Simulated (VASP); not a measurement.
C, 8 atoms in the cell. Symmetry: I-43d, No. 220, cubic system. The conventional cell has a = 4.494 Å, b = 4.494 Å, c = 4.494 Å, α = 90.00°, β = 90.00°, γ = 90.00°. Within 2.6 Å of C (site symmetry 3) lie 14 C at 1.95 to 2.48 Å. 

* Program: VASP 6.6.1
* Task: relaxation of cell and atoms
* Functional: PBE
* Potentials or basis: VASP PAW PBE potentials, release 64 (C)
* Cutoff: 600 eV
* k mesh: 6 × 6 × 6
* Occupations: gaussian, width 0.1 eV
* Spin: no spin polarisation
* Dipole correction: no
* Further INCAR settings: ALGO = Normal; EDIFF = 1e-07; IBRION = 2; EDIFFG = -0.04; NSW = 90; ISIF = 3

Potentials or basis: VASP PAW PBE potentials, release 64 (C).

Run with:

```console
$ cat potpaw_PBE.64/C/POTCAR > POTCAR
$ mpirun -np 1 vasp_std > vasp.out
```

Hardware: 1 thread of Intel(R) Xeon(R) Platinum 8488C (Sapphire Rapids) (shared host).

Q: How long does it take, and how much memory?

A: It took 24 s on 1 thread of Intel(R) Xeon(R) Platinum 8488C (Sapphire Rapids), on a shared host, peak memory 0.16 GiB. Counts: scf iterations 29, k points 16, ion steps 3.
